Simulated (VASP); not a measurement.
# Cd (Im-3m) in VASP: settings compared, part 2 of 2

VASP 6.6.1.

**4. Single point, RPBE**

This run uses another cell than the first one, of 22.72 Å³/atom, 0.962 times its volume.

INCAR reads:

```
SYSTEM = Cd
PREC     = Accurate       ! precision mode
ENCUT    = 520            ! plane-wave cutoff, eV
EDIFF    = 1E-6           ! SCF threshold, eV
ISMEAR   = 0              ! smearing method
SIGMA    = 0.1            ! smearing width, eV
LREAL    = .False.        ! projectors in reciprocal space
LASPH    = .True.         ! aspherical terms in the spheres
NELM     = 100            ! most SCF steps
ALGO     = Normal         ! electronic algorithm
ISIF     = 2              ! what is computed and relaxed
LWAVE    = .False.        ! write WAVECAR
LCHARG   = .False.        ! write CHGCAR
GGA      = RP             ! functional
NBANDS   = 12             ! bands
```

KPOINTS reads:

```
Automatic mesh
0
Gamma
  10 10 10
  0 0 0
```

POSCAR reads:

```
Cd
1.0
   -1.7843220000      1.7843220000      1.7843220000
    1.7843220000     -1.7843220000      1.7843220000
    1.7843220000      1.7843220000     -1.7843220000
Cd
1
Direct
    0.0000000000      0.0000000000      0.0000000000
```

On the command line:

```sh
$ cat potpaw_PBE.64/Cd/POTCAR > POTCAR
$ mpirun -np 1 vasp_std > vasp.out
```

It took 4.8 s on 1 thread of Intel Xeon Platinum 8488C (Sapphire Rapids), shared host; peak memory 0.14 GiB.

It converged, with:

```yaml
Free_energy: -0.2931 eV
Pressure: 3.7 GPa
Band_gap_on_the_k_mesh: zero (band 6 reaches 6.20 eV, above the bottom of band 7 at 1.82 eV)
```

Levels at points of the mesh, in eV from the Fermi level:
```tsv
k point	band 3	band 4	band 5	band 6	band 7	band 8	band 9	band 10
(0.00, 0.00, 0.00)	-9.37	-8.78	-8.78	-8.69	15.15	15.15	15.15	15.78
(0.50, 0.00, 0.00)	-8.81	-8.75	-8.37	-2.14	-1.11	9.07	9.74	13.21
(0.50, 0.50, 0.50)	-8.47	-8.47	-8.47	3.28	3.28	3.28	5.39	7.68
```

Caveat: the PAW data sets were made with another functional, which shifts forces and pressure a little.

**5. Single point, PBEsol**

This run uses another cell than the first one, of 22.72 Å³/atom, 0.962 times its volume.

INCAR reads:

```
SYSTEM = Cd
PREC = Accurate ; ENCUT = 520
EDIFF = 1E-6 ; ISMEAR = 0
SIGMA = 0.05 ; LREAL = .FALSE.
LASPH = .TRUE. ; NELM = 100
ALGO = Normal ; ISIF = 2
LWAVE = .FALSE. ; LCHARG = .FALSE.
GGA = PS ; NBANDS = 12
```

KPOINTS reads:

```
Automatic mesh
0
G
  10 10 10
  0 0 0
```

POSCAR is that of step 4.

Potentials or basis: VASP PAW PBE potentials, release 64 (Cd).

On the command line:

```sh
$ cat potpaw_PBE.64/Cd/POTCAR > POTCAR
$ mpirun -np 1 vasp_std > vasp.out
```

OUTCAR:

```text
SYSTEM = Cd
   PREC = Accurate
   ENCUT = 520
   EDIFF = 1E-6
   ISMEAR = 0
   LREAL = .FALSE.
   LASPH = .TRUE.
   NELM = 100
   ISIF = 2
   GGA = PS

 ion  position               nearest neighbor table
   1  0.000  0.000  0.000-

  LATTYP: Found a body centered cubic cell.
 ALAT       =     3.5686440000

  Lattice vectors:

 A1 = (  -1.7843220000,   1.7843220000,   1.7843220000)
 A2 = (   1.7843220000,  -1.7843220000,   1.7843220000)
 A3 = (   1.7843220000,   1.7843220000,  -1.7843220000)

Analysis of symmetry for initial positions (statically):
=====================================================================
 Subroutine PRICEL returns:
 Original cell was already a primitive cell.

 Routine SETGRP: Setting up the symmetry group for a
 body centered cubic supercell.

 Subroutine GETGRP returns: Found 48 space group operations
 (whereof 48 operations were pure point group operations)
 out of a pool of 48 trial point group operations.

The static configuration has the point symmetry O_h .

Analysis of symmetry for dynamics (positions and initial velocities):
=====================================================================
 Subroutine PRICEL returns:
 Original cell was already a primitive cell.

 Routine SETGRP: Setting up the symmetry group for a
 body centered cubic supercell.

 Subroutine GETGRP returns: Found 48 space group operations
 (whereof 48 operations were pure point group operations)
 out of a pool of 48 trial point group operations.

The dynamic configuration has the point symmetry O_h .

 Subroutine INISYM returns: Found 48 space group operations
 (whereof 48 operations are pure point group operations),
 and found     1 'primitive' translations

----------------------------------------------------------------------------------------

                                     Primitive cell

  volume of cell :      22.7237
[... 112 lines left out ...]
   GGA     = PS    functional components
   LHFCALC =     F    Hartree Fock is set to
   AEXX    =    0.0000 exact exchange contribution
   IVDW    =     0    specifies the selected vdW correction
   LEPSILON=     F    determine dielectric tensor
   LRPA    =     F    only Hartree local field effects (RPA)
 non-spin polarized calculation
 Gauss-broadening in eV      SIGMA  =   0.05
  energy-cutoff  :      520.00
  volume of cell :       22.72
 maximum number of plane-waves:       627
   NGX = 11   NGY = 11   NGZ = 11

 number of electron      12.0000006 magnetization

 Free energy of the ion-electron system (eV)
  ---------------------------------------------------
  ext. energy  EPLUGINS =         0.00000000
  ---------------------------------------------------
  free energy    TOTEN  =        -1.11864963 eV

  energy without entropy =       -1.11737130  energy(sigma->0) =       -1.11801046

 E-fermi :   2.5551     XC(G=0): -10.9521

 val. band max:        2.5477151249   @ k =  -0.4000   0.4000   0.4000
 cond. band min:       2.6265285635   @ k =   0.4000   0.1000  -0.0000
 fundamental gap:      0.0788134386
 Fermi energy:         2.5550580675

 k-point     1 :       0.0000    0.0000    0.0000
  band No.  band energies     occupation
      1      -6.6657      2.00000
      2      -6.6657      2.00000
      3      -6.6657      2.00000
      4      -6.1498      2.00000
      5      -6.0584      2.00000
      6      -6.0584      2.00000
      7      17.7615      0.00000
      8      17.7615      0.00000
      9      17.7615      0.00000
     10      18.2457      0.00000
     11      18.2457      0.00000
     12      18.2457      0.00000
[... 331 lines left out ...]
 k-point    24 :      -0.3000    0.3000    0.1000
  band No.  band energies     occupation
      1      -6.7807      2.00000
      2      -6.7729      2.00000
      3      -6.2513      2.00000
      4      -6.1094      2.00000
      5      -6.0418      2.00000
      6      -3.2807      2.00000
      7       7.5726      0.00000
      8      11.9078      0.00000
      9      12.6988      0.00000
     10      16.8007      0.00000
     11      17.7487      0.00000
     12      18.6675      0.00000

 [... further k-points ...]

------------------------ aborting loop because EDIFF is reached ----------------------------------------

  FORCE on cell =-STRESS in cart. coord.  units (eV):
  Direction    XX          YY          ZZ          XY          YZ          ZX
  --------------------------------------------------------------------------------------
  -------------------------------------------------------------------------------------
  Total       -0.3634635     -0.3634635     -0.3634635     -0.0000000      0.0000000     -0.0000000
  in kB      -25.6266441    -25.6266441    -25.6266441     -0.0000000      0.0000000     -0.0000000
  external PRESSURE =     -25.6266441 kB  Pullay stress =       0.0000000 kB

 VOLUME and BASIS-vectors are now :
 -----------------------------------------------------------------------------
  energy-cutoff  :      520.00
  volume of cell :       22.72
      direct lattice vectors                 reciprocal lattice vectors
    -1.784322000  1.784322000  1.784322000     0.000000000  0.280218481  0.280218481
     1.784322000 -1.784322000  1.784322000     0.280218481  0.000000000  0.280218481
     1.784322000  1.784322000 -1.784322000     0.280218481  0.280218481  0.000000000

 POSITION                                       TOTAL-FORCE (eV/Angst)
 -----------------------------------------------------------------------------------
      0.00000      0.00000      0.00000         0.000000     -0.000000     -0.000000
 -----------------------------------------------------------------------------------
    total drift:                               -0.000000      0.000000      0.000000

  FREE ENERGIE OF THE ION-ELECTRON SYSTEM (eV)
  ---------------------------------------------------
  free  energy   TOTEN  =        -1.1186496309 eV

  energy  without entropy=       -1.1173712990  energy(sigma->0) =       -1.11801046
```

OSZICAR:

```text
N       E                     dE             d eps       ncg     rms          rms(c)
DAV:   1     0.726772800036E+02    0.72677E+02   -0.68729E+03  1176   0.983E+02
DAV:   2     0.848565437934E-01   -0.72592E+02   -0.69584E+02  1216   0.242E+02
DAV:   3    -0.118945325261E+01   -0.12743E+01   -0.12738E+01  1360   0.365E+01
DAV:   4    -0.119095783596E+01   -0.15046E-02   -0.15046E-02  1264   0.121E+00
DAV:   5    -0.119096144031E+01   -0.36043E-05   -0.36042E-05  1276   0.605E-02    0.272E+00
DAV:   6    -0.112388463303E+01    0.67077E-01   -0.17979E-01  1260   0.530E+00    0.226E+00
DAV:   7    -0.111931677441E+01    0.45679E-02   -0.11379E-02  1272   0.107E+00    0.123E+00
DAV:   8    -0.111863152287E+01    0.68525E-03   -0.13494E-03  1192   0.501E-01    0.549E-02
DAV:   9    -0.111864503468E+01   -0.13512E-04   -0.52785E-06  1272   0.214E-02    0.139E-02
DAV:  10    -0.111864966728E+01   -0.46326E-05   -0.32818E-06  1184   0.215E-02    0.183E-03
DAV:  11    -0.111864963088E+01    0.36405E-07   -0.23497E-08   608   0.174E-03
   1 F= -.11186496E+01 E0= -.11180105E+01  d E =-.127833E-02
```

It took 5 s on 1 thread of Intel Xeon Platinum 8488C (Sapphire Rapids), shared host; peak memory 0.14 GiB.

Results:

* Free energy: -1.1186 eV
* Pressure: -2.6 GPa
* Band gap on the k mesh: zero (band 6 reaches 5.81 eV, above the bottom of band 7 at 1.44 eV)

Caveat: the PAW data sets were made with another functional, which shifts forces and pressure a little.

**6. The runs side by side**

| level | spin | fixed moment (μB) | cell | smearing | gap on the mesh (eV) | pressure (GPa) |
| --- | --- | --- | --- | --- | --- | --- |
| PBEsol | collinear, ferromagnetic start | 1.0 | a = 3.131 Å, angles 109.5°, 1 atom | fermi-dirac 0.05 eV | - | 2.9 |
| PBEsol+D4 | off | - | a = 2.991 Å, angles 109.5°, 1 atom | methfessel-paxton 0.1 eV | none | 0.4 |
| RPBE | off | - | a = 3.091 Å, angles 109.5°, 1 atom | gaussian 0.1 eV | none | 3.7 |
| PBEsol | off | - | a = 3.091 Å, angles 109.5°, 1 atom | gaussian 0.05 eV | none | -2.6 |

Alike in all rows: task single point; potentials or basis VASP PAW PBE potentials, release 64 (Cd); k mesh 10 × 10 × 10; cutoff (eV) 520.

Caveats: the PAW data sets were made with another functional, which shifts forces and pressure a little; the total moment is fixed, so each spin has its own Fermi level (some runs); pairwise dispersion overbinds metals, which lowers pressure and volume (some runs).

Absolute energies hang on the potentials; compare differences alone.
